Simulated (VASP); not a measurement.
# MgSi32 (a cell with a defect) in VASP: a series of runs

Runs on MgSi32 (a cell with a defect). Level: PBE. Tasks: single point.

All numbers are computed with VASP 6.6.1; they aren't measurements. Logs are shortened: lines on timing, memory, paths and dates and some standing lists are left out, and cuts for length are marked.

### 1 The cell of the first run

The cell holds a defect, 33 atoms: a = 9.474 Å, b = 9.474 Å, c = 9.474 Å, α = 109.47°, β = 109.47°, γ = 109.47°.

### 2 Single point, PBE

File INCAR:

```
SYSTEM = MgSi32
  PREC = Accurate
  ENCUT = 520
  EDIFF = 1E-7
  ISMEAR = 0
  SIGMA = 0.02
  LREAL = Auto
  LASPH = .True.
  NELM = 80
  ALGO = Normal
  ISIF = 2
  LWAVE = .False.
  LCHARG = .True.
  GGA = PE
  LELF = .True.
  LVHAR = .True.
  NBANDS = 87
  NELECT = 128.0
```

File KPOINTS:

```
Automatic mesh
0
Gamma
  2 2 2
  0.5 0.5 0.5
```

File POSCAR:

```
MgSi32
1.0
   -5.4700936587      5.4700936587     -5.4700936587
    5.4700936587      5.4700936587      5.4700936587
    5.4700936587     -5.4700936587     -5.4700936587
Si Mg
32 1
Direct
    0.2490842178      0.2474810459      0.7474872927
   -0.0068465007      0.5000075265      0.7390893561
    0.5013648159      0.2516451428      0.5004084337
    0.7497290277      0.7483715555      0.7487717314
    0.2522870880      0.5000090804      0.5147559943
    0.5013629878      0.0004018213      0.7516512068
    0.0009708243      0.7512511223      0.4996213357
    0.7497289363      0.2487654846      0.2483781969
    0.5016099671      0.5000082577      0.2525425680
    0.7375492545     -0.0147284498      0.4852788025
   -0.0068476890      0.2390810069      0.0000126140
    0.2540800189      0.7609361484      0.2609411445
    0.0009694532     -0.0003848197      0.2512576723
    0.7536019961      0.5000089890      0.0000159961
    0.5016107897      0.7525357438      0.0000144422
    0.2522868137      0.0147474623      0.0000163617
    0.2510485351      0.2473707188      0.4997605472
   -0.0013302332      0.5000083492      0.4934120270
    0.5036873538      0.2523923878      0.2526527124
    0.7513023097      0.7476250418      0.5002683995
    0.2538148497      0.5000059726      0.2704848568
    0.5052738897      0.0066124096      0.5066189307
   -0.0011310592      0.7505725233      0.2505785249
    0.7483048290      0.2494449063      0.0000141679
    0.5031977827      0.5000080749      0.0000142594
    0.7513010300      0.0002619699      0.2476321402
   -0.0166484352      0.2295434189      0.7295462837
    0.2538144841      0.7704741021      0.0000088664
   -0.0013300504     -0.0065950425      0.0000149906
    0.7483049204      0.5000080749      0.7494522500
    0.5036877194      0.7526468022      0.7523989088
    0.2510473468     -0.0002454254      0.7473782453
    0.2119438116      0.5000123710      0.0000246797
```

Potentials or basis: VASP PAW PBE potentials, release 64 (Si, Mg).

Run with:

```sh
$ cat potpaw_PBE.64/Si/POTCAR potpaw_PBE.64/Mg/POTCAR > POTCAR
$ mpirun -np 1 vasp_std > vasp.out
```

OUTCAR:

```text
SYSTEM = MgSi32
   PREC = Accurate
   ENCUT = 520
   EDIFF = 1E-7
   ISMEAR = 0
   LREAL = Auto
   LASPH = .True.
   NELM = 80
   ISIF = 2
   GGA = PE
   NELECT = 128.0

 ion  position               nearest neighbor table
   1  0.249  0.247  0.747-  32 2.35  17 2.35  25 2.40  27 2.41  33 2.98
   2  0.993  0.500  0.739-  18 2.35  30 2.35  27 2.50  28 2.50  33 2.64
   3  0.501  0.252  0.500-  30 2.35  22 2.35  17 2.36  19 2.36
   4  0.750  0.748  0.749-  30 2.35  29 2.35  31 2.36  20 2.36
   5  0.252  0.500  0.515-  21 2.32  18 2.34  17 2.35  31 2.35
   6  0.501  0.000  0.752-  24 2.35  22 2.35  32 2.36  31 2.36
   7  0.001  0.751  0.500-  23 2.35  18 2.35  20 2.36  32 2.36
   8  0.750  0.249  0.248-  24 2.35  18 2.35  19 2.36  26 2.36
   9  0.502  0.500  0.253-  20 2.35  19 2.35  25 2.40  21 2.41  33 2.98
  10  0.738  0.985  0.485-  27 2.32  22 2.34  26 2.35  20 2.35
  11  0.993  0.239  0.000-  29 2.35  24 2.35  27 2.50  21 2.50  33 2.64
  12  0.254  0.761  0.261-  22 2.35  23 2.35  28 2.50  21 2.50  33 2.64
  13  0.001  1.000  0.251-  23 2.35  29 2.35  26 2.36  17 2.36
  14  0.754  0.500  0.000-  23 2.36  24 2.36  30 2.36  25 2.37
  15  0.502  0.753  0.000-  26 2.35  31 2.35  25 2.40  28 2.41  33 2.98
  16  0.252  0.015  0.000-  28 2.32  29 2.34  19 2.35  32 2.35
  17  0.251  0.247  0.500-   5 2.35   1 2.35   3 2.36  13 2.36
  18  0.999  0.500  0.493-   5 2.34   2 2.35   8 2.35   7 2.35
  19  0.504  0.252  0.253-  16 2.35   9 2.35   8 2.36   3 2.36
  20  0.751  0.748  0.500-  10 2.35   9 2.35   7 2.36   4 2.36
  21  0.254  0.500  0.270-   5 2.32   9 2.41  33 2.46  11 2.50  12 2.50
  22  0.505  0.007  0.507-  10 2.34  12 2.35   3 2.35   6 2.35
  23  0.999  0.751  0.251-   7 2.35  13 2.35  12 2.35  14 2.36
  24  0.748  0.249  0.000-   8 2.35   6 2.35  11 2.35  14 2.36
  25  0.503  0.500  0.000-  14 2.37   1 2.40  15 2.40   9 2.40  33 2.76
  26  0.751  0.000  0.248-  10 2.35  15 2.35  13 2.36   8 2.36
  27  0.983  0.230  0.730-  10 2.32   1 2.41  33 2.46   2 2.50  11 2.50
  28  0.254  0.770  0.000-  16 2.32  15 2.41  33 2.46   2 2.50  12 2.50
  29  0.999  0.993  0.000-  16 2.34  11 2.35   4 2.35  13 2.35
  30  0.748  0.500  0.749-   3 2.35   4 2.35   2 2.35  14 2.36
  31  0.504  0.753  0.752-   5 2.35  15 2.35   4 2.36   6 2.36
  32  0.251  1.000  0.747-  16 2.35   1 2.35   6 2.36   7 2.36
  33  0.212  0.500  0.000-  21 2.46  28 2.46  27 2.46  12 2.64  11 2.64   2 2.64  25 2.76   9 2.98
                            15 2.98   1 2.98

  LATTYP: Found a body centered cubic cell.
 ALAT       =    10.9401873174

  Lattice vectors:

 A1 = (  -5.4700936587,   5.4700936587,  -5.4700936587)
 A2 = (   5.4700936587,   5.4700936587,   5.4700936587)
 A3 = (   5.4700936587,  -5.4700936587,  -5.4700936587)

Analysis of symmetry for initial positions (statically):
=====================================================================
 Subroutine PRICEL returns:
 Original cell was already a primitive cell.

 Routine SETGRP: Setting up the symmetry group for a
 body centered cubic supercell.

 Subroutine GETGRP returns: Found  2 space group operations
 (whereof  1 operations were pure point group operations)
 out of a pool of 48 trial point group operations.

The static configuration has the point symmetry C_1 .
 The point group associated with its full space group is C_1h.

Analysis of symmetry for dynamics (positions and initial velocities):
=====================================================================
 Subroutine PRICEL returns:
 Original cell was already a primitive cell.

 Routine SETGRP: Setting up the symmetry group for a
 body centered cubic supercell.

 Subroutine GETGRP returns: Found  2 space group operations
 (whereof  1 operations were pure point group operations)
 out of a pool of 48 trial point group operations.

The dynamic configuration has the point symmetry C_1 .
 The point group associated with its full space group is C_1h.

 Subroutine INISYM returns: Found  2 space group operations
 (whereof  1 operations are pure point group operations),
 and found     1 'primitive' translations

----------------------------------------------------------------------------------------

                                     Primitive cell

  volume of cell :     654.7029

  direct lattice vectors                    reciprocal lattice vectors
    -5.470093659  5.470093659 -5.470093659     0.000000000  0.091406113 -0.091406113
     5.470093659  5.470093659  5.470093659     0.091406113  0.091406113  0.000000000
[... 74 lines left out ...]
                33          33

----------------------------------------------------------------------------------------

 KPOINTS: Automatic mesh

Automatic generation of k-mesh.
 Grid dimensions read from file:
 generate k-points for:    2    2    2

 Generating k-lattice:

  Cartesian coordinates                     Fractional coordinates (reciprocal lattice)
     0.000000000  0.045703057 -0.045703057     0.500000000  0.000000000  0.000000000
     0.045703057  0.045703057  0.000000000     0.000000000  0.500000000  0.000000000
     0.045703057  0.000000000 -0.045703057     0.000000000  0.000000000  0.500000000

  Length of vectors
     0.064633882  0.064633882  0.064633882

  Shift w.r.t. Gamma in fractional coordinates (k-lattice)
     0.500000000  0.500000000  0.500000000

 Subroutine IBZKPT returns following result:
 ===========================================

 Found      3 irreducible k-points:

 Following reciprocal coordinates:
            Coordinates               Weight
  0.250000  0.250000  0.250000      2.000000
 -0.250000  0.250000  0.250000      2.000000
  0.250000 -0.250000  0.250000      4.000000
   k-points           NKPTS =      3   k-points in BZ     NKDIM =      3   number of bands    NBANDS=     87
   number of dos      NEDOS =    301   number of ions     NIONS =     33
   total plane-waves  NPLWV = 343000
   dimension x,y,z NGX =    70 NGY =   70 NGZ =   70
   dimension x,y,z NGXF=   140 NGYF=  140 NGZF=  140
   ions per type =              32   1
   NGX,Y,Z   is equivalent  to a cutoff of  12.28, 12.28, 12.28 a.u.
   NGXF,Y,Z  is equivalent  to a cutoff of  24.57, 24.57, 24.57 a.u.
 SYSTEM =  MgSi32
   PREC   = accura    normal or accurate (medium, high low for compatibility)
   ISTART =      0    job   : 0-new  1-cont  2-samecut
   ICHARG =      2    charge: 1-file 2-atom 10-const
   ISPIN  =      1    spin polarized calculation?
   LNONCOLLINEAR =      F non collinear calculations
   LSORBIT =      F    spin-orbit coupling
   LASPH  =      T    aspherical Exc in radial PAW
   ENCUT  =  520.0 eV  38.22 Ry    6.18 a.u.  17.62 17.62 17.62*2*pi/ulx,y,z
   NELM   =     80;   NELMIN=  2; NELMDL= -5     # of ELM steps
   EDIFF  = 0.1E-06   stopping-criterion for ELM
   LREAL  =      T    real-space projection
   EDIFFG = 0.1E-05   stopping-criterion for IOM
   NSW    =      0    number of steps for IOM
   IBRION =     -1    ionic relax: 0-MD 1-quasi-New 2-CG
   NFREE  =      0    steps in history (QN), initial steepest desc. (CG)
   ISIF   =      2    stress and relaxation
   ISYM   =      2    0-nonsym 1-usesym 2-fastsym
   POTIM  = 0.5000    time-step for ionic-motion
   TEBEG  =    0.0;   TEEND  =   0.0 temperature during run
   PSTRESS=    0.0 pullay stress
   NELECT =     128.0000    total number of electrons
   NUPDOWN=      -1.0000    fix difference up-down
   EMIN   =  10.00;   EMAX   =-10.00  energy-range for DOS
   EFERMI =   0.00;   METHOD = LEGACY
   ISMEAR =     0;   SIGMA  =   0.02  broadening in eV -4-tet -1-fermi 0-gaus
   EFERMI_NEDOS =   21; number of points for ismear=-14 and -15
   IALGO  =     38    algorithm
   IMIX   =      4    mixing-type and parameters
     AMIX     =   0.40;   BMIX     =  1.00
     AMIX_MAG =   1.60;   BMIX_MAG =  1.00
  volume/ion in A,a.u.               =      19.84       133.88
  Fermi-wavevector in a.u.,A,eV,Ry     =   0.950160  1.795542 12.283394  0.902804
  Thomas-Fermi vector in A             =   2.078511
   LORBIT       =      0    0 simple, 1 ext, 2 COOP (PROOUT), +10 PAW based schemes
   GGA     = PE    functional components
   LHFCALC =     F    Hartree Fock is set to
   AEXX    =    0.0000 exact exchange contribution
   IVDW    =     0    specifies the selected vdW correction
   LEPSILON=     F    determine dielectric tensor
   LRPA    =     F    only Hartree local field effects (RPA)
 non-spin polarized calculation
 Gauss-broadening in eV      SIGMA  =   0.02
  energy-cutoff  :      520.00
  volume of cell :      654.70
 maximum number of plane-waves:     17628
 NGX is ok and might be reduce to    70
   NGX = 35   NGY = 35   NGZ = 35

 number of electron     128.0000003 magnetization

 Free energy of the ion-electron system (eV)
  ---------------------------------------------------
  ext. energy  EPLUGINS =         0.00000000
  ---------------------------------------------------
  free energy    TOTEN  =      -185.61964797 eV

  energy without entropy =     -185.61964797  energy(sigma->0) =     -185.61964797

 E-fermi :   5.1934     XC(G=0):  -9.3696

 val. band max:        5.0941904896   @ k =   0.2500   0.2500   0.2500
 cond. band min:       6.3065721756   @ k =   0.2500  -0.2500   0.2500
 fundamental gap:      1.2123816860
 Fermi energy:         5.1934408072

 k-point     1 :       0.2500    0.2500    0.2500
  band No.  band energies     occupation
      1      -5.4217      2.00000
      2      -5.2665      2.00000
      3      -5.2665      2.00000
      4      -5.2336      2.00000
      5      -3.5454      2.00000
      6      -3.5035      2.00000
[... 226 lines left out ...]
     75       8.0310      0.00000
     76       8.0853      0.00000
 [bands above 76 left out]

------------------------ aborting loop because EDIFF is reached ----------------------------------------

  FORCE on cell =-STRESS in cart. coord.  units (eV):
  Direction    XX          YY          ZZ          XY          YZ          ZX
  --------------------------------------------------------------------------------------
  -------------------------------------------------------------------------------------
  Total      -11.6925425    -11.6927453    -11.6927453      1.0568147      1.0566475     -1.0568145
  in kB      -28.6137818    -28.6142780    -28.6142780      2.5862182      2.5858090     -2.5862177
  external PRESSURE =     -28.6141126 kB  Pullay stress =       0.0000000 kB

 VOLUME and BASIS-vectors are now :
 -----------------------------------------------------------------------------
  energy-cutoff  :      520.00
  volume of cell :      654.70
      direct lattice vectors                 reciprocal lattice vectors
    -5.470093659  5.470093659 -5.470093659     0.000000000  0.091406113 -0.091406113
     5.470093659  5.470093659  5.470093659     0.091406113  0.091406113  0.000000000
     5.470093659 -5.470093659 -5.470093659     0.091406113  0.000000000 -0.091406113

 POSITION                                       TOTAL-FORCE (eV/Angst)
 -----------------------------------------------------------------------------------
      4.08006     -1.37257     -4.09760         0.002702     -0.039994      0.039994
      1.34533      4.12484     -6.74044         0.084253     -0.084144     -0.114685
      1.37129      1.38175     -4.10327         0.003931     -0.025768      0.004202
      4.08843      4.09890     -4.10328         0.025715     -0.004030      0.004243
      4.17083      1.29937     -1.46070         0.021112     -0.021061      0.023629
      1.37130     -1.36690     -6.85191         0.003931     -0.004202      0.025768
[... 25 lines left out ...]
      8.18373      2.75377      0.00727         0.009212     -0.019136      0.005826
      1.57590      3.89433      1.57563        -0.647284      0.646762     -0.646762
 -----------------------------------------------------------------------------------
    total drift:                               -0.002752     -0.051565     -0.053246

  FREE ENERGIE OF THE ION-ELECTRON SYSTEM (eV)
  ---------------------------------------------------
  free  energy   TOTEN  =      -185.6196479695 eV

  energy  without entropy=     -185.6196479695  energy(sigma->0) =     -185.61964797
```

Wall time 8.6 min (1 thread of Oxide Virtual Turin-like, shared host); peak memory 0.67 GiB.

What came out:

```
Free energy   : -185.6196 eV
Largest force : 1.121 eV/Å
```

Forces on the atoms (eV/Å):
```
Si   0.003 -0.040  0.040
Si   0.084 -0.084 -0.115
Si   0.004 -0.026  0.004
Si   0.026 -0.004  0.004
Si   0.021 -0.021  0.024
Si   0.004 -0.004  0.026
Si   0.004 -0.026  0.004
Si   0.026 -0.004  0.004
Si   0.040 -0.040  0.003
Si   0.023 -0.021  0.021
Si   0.084  0.115  0.084
Si  -0.115 -0.084  0.084
Si   0.004 -0.004  0.026
Si  -0.010  0.010 -0.010
Si   0.040 -0.003  0.040
Si   0.021 -0.024  0.021
Si   0.009 -0.006  0.019
Si   0.072 -0.072 -0.047
Si   0.006 -0.019  0.009
Si   0.019 -0.006  0.009
Si   0.046 -0.046  0.105
Si  -0.047 -0.072  0.072
Si   0.014 -0.018  0.018
Si   0.018 -0.014  0.018
Si  -0.025  0.025 -0.025
Si   0.019 -0.009  0.006
Si   0.105 -0.046  0.046
Si   0.046 -0.105  0.046
Si   0.072  0.047  0.072
Si   0.018 -0.018  0.014
Si   0.006 -0.009  0.019
Si   0.009 -0.019  0.006
Mg  -0.647  0.647 -0.647
```

Levels at points of the mesh, in eV from the Fermi level:
```
           k point  band 62  band 63  band 64  band 65  band 66  band 67
(0.25, 0.25, 0.25)    -0.13    -0.13    -0.10     1.58     1.90     1.93
```

Caveat: the cell carries a net charge on a neutralising background, which shifts energy and pressure; the cell is charged against a uniform background, so pressure and absolute levels hang on convention.

### 3 Single point, PBE

File INCAR:

```
PREC     = Accurate       # precision mode
ENCUT    = 520            # plane-wave cutoff, eV
EDIFF    = 1E-6           # SCF threshold, eV
ISMEAR   = 0              # smearing method
SIGMA    = 0.02           # smearing width, eV
LREAL    = Auto         
LASPH    = True           # aspherical terms in the spheres
NELM     = 100            # most SCF steps
ALGO     = Normal         # electronic algorithm
ISIF     = 2              # what is computed and relaxed
LWAVE    = False          # write WAVECAR
LCHARG   = False          # write CHGCAR
GGA      = PE             # functional
NBANDS   = 87             # bands
NELECT   = 128.0
```

KPOINTS is that of step 2.

File POSCAR:

```
MgSi32
1.0
   -5.4700936587      5.4700936587     -5.4700936587
    5.4700936587      5.4700936587      5.4700936587
    5.4700936587     -5.4700936587     -5.4700936587
Si Mg
32 1
Direct
    0.2513019129      0.2493719642      0.7493771141
   -0.0076608378      0.5000025906      0.7275971397
    0.4995087233      0.2528290348      0.5001382372
    0.7466853869      0.7471802596      0.7473138953
    0.2517471520      0.5000050585      0.5104128328
    0.4995070780      0.0001326303      0.7528342761
   -0.0006196420      0.7527002748      0.4998816603
    0.7466856611      0.2473088368      0.2471858956
    0.5019336361      0.5000044187      0.2506426920
    0.7413469043     -0.0103953430      0.4896105382
   -0.0076622088      0.2275877851      0.0000046617
    0.2647562529      0.7724219664      0.2724240375
   -0.0006210131     -0.0001234897      0.2527060022
    0.7500209788      0.5000048757      0.0000105117
    0.5019340017      0.7506371474      0.0000095976
    0.2517472435      0.0104060375      0.0000109687
    0.2494477399      0.2479705257      0.5003931689
   -0.0024418229      0.5000046929      0.4854210304
    0.5014830954      0.2524220948      0.2520441305
    0.7490646880      0.7475875653      0.4996263630
    0.2591004996      0.5000027734      0.2670274206
    0.5121495489      0.0145962766      0.5146019750
   -0.0002418606      0.7514119970      0.2514170846
    0.7483502579      0.2485975716      0.0000095062
    0.4982202628      0.5000046929      0.0000102375
    0.7490631341     -0.0003790612      0.2475932012
   -0.0079142155      0.2329914403      0.7329941223
    0.2590984887      0.7670184940      0.0000054844
   -0.0024418229     -0.0145858563      0.0000104203
    0.7483498008      0.5000044187      0.7486035442
    0.5014832782      0.7520391344      0.7524277018
    0.2494466430      0.0003881104      0.7479766811
    0.0810387404      0.5000080749      0.0000187383
```

Potentials or basis: VASP PAW PBE potentials, release 64 (Si, Mg).

Run with:

```sh
$ cat potpaw_PBE.64/Si/POTCAR potpaw_PBE.64/Mg/POTCAR > POTCAR
$ mpirun -np 1 vasp_std > vasp.out
```

It took 9.9 min on 1 thread of Oxide Virtual Turin-like, shared host; peak memory 0.67 GiB.

The run converged. Its results:

| Property | Result |
| --- | --- |
| Free energy | -185.0758 eV |
| Largest force | 1.079 eV/Å |

Forces in eV/Å, atoms in the order of the input:
```
Si  -0.013  0.018 -0.018
Si  -0.057  0.057 -0.028
Si  -0.008  0.013 -0.004
Si  -0.013  0.008 -0.004
Si  -0.052  0.052  0.024
Si  -0.008  0.004 -0.013
Si  -0.004  0.013 -0.008
Si  -0.013  0.004 -0.008
Si  -0.018  0.018 -0.014
Si   0.024  0.052 -0.052
Si  -0.057  0.028 -0.057
Si  -0.028  0.057 -0.057
Si  -0.004  0.008 -0.013
Si  -0.007  0.007 -0.007
Si  -0.018  0.014 -0.018
Si  -0.052 -0.024 -0.052
Si  -0.004  0.012 -0.007
Si  -0.033  0.033  0.004
Si  -0.012  0.007 -0.004
Si  -0.007  0.012 -0.004
Si  -0.078  0.078  0.052
Si   0.004  0.033 -0.033
Si  -0.010  0.032 -0.032
Si  -0.032  0.010 -0.032
Si  -0.008  0.008 -0.008
Si  -0.007  0.004 -0.012
Si   0.051  0.078 -0.078
Si  -0.078 -0.052 -0.078
Si  -0.033 -0.004 -0.033
Si  -0.032  0.032 -0.010
Si  -0.012  0.004 -0.007
Si  -0.004  0.007 -0.012
Mg   0.623 -0.623  0.623
```

Levels at points of the mesh, in eV from the Fermi level:
| k point | band 61 | band 62 | band 63 | band 64 | band 65 | band 66 | band 67 | band 68 |
| --- | --- | --- | --- | --- | --- | --- | --- | --- |
| (0.25, 0.25, 0.25) | -0.21 | -0.16 | -0.16 | -0.11 | 1.56 | 1.86 | 1.86 | 1.88 |

Caveat: the cell carries a net charge on a neutralising background, which shifts energy and pressure; the cell is charged against a uniform background, so pressure and absolute levels hang on convention.
